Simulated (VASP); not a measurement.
Input of a VASP 6.6.1 run:

File INCAR:

```
  PREC = Accurate
  ENCUT = 520
  EDIFF = 1E-6
  ISMEAR = 0
  SIGMA = 0.01
  LREAL = False
  LASPH = True
  NELM = 100
  ALGO = Normal
  ISIF = 2
  LWAVE = False
  LCHARG = False
  GGA = PE
  NBANDS = 55
```

File KPOINTS:

```
Automatic mesh
0
Gamma
  5 5 5
```

File POSCAR:

```
Ga2O3
1.0
    2.5287883233      1.4599966192      4.5408504201
   -2.5287883233      1.4599966192      4.5408504201
    0.0000000000     -2.9199932384      4.5408504201
Ga O
4 6
Direct
    0.8558427711      0.8558427711      0.8558427711
    0.6441572289      0.6441572289      0.6441572289
    0.1441572289      0.1441572289      0.1441572289
    0.3558427711      0.3558427711      0.3558427711
    0.7500000000      0.4468720634      0.0531279366
    0.4468720634      0.0531279366      0.7500000000
    0.0531279366      0.7500000000      0.4468720634
    0.2500000000      0.5531279366      0.9468720634
    0.9468720634      0.2500000000      0.5531279366
    0.5531279366      0.9468720634      0.2500000000
```

Potentials or basis: VASP PAW PBE potentials, release 64 (Ga_d, O).

Run with:

```bash
$ cat potpaw_PBE.64/Ga_d/POTCAR potpaw_PBE.64/O/POTCAR > POTCAR
$ mpirun -np 1 vasp_std > vasp.out
```

(1) Estimate the largest force.

(2) What does it give for the pressure?

(3) Predict the band gap on the k mesh.

Answers

(1) 0.011 eV/Å.

(2) 1.0 GPa.

(3) 2.41 eV, indirect (least direct gap 2.63 eV).
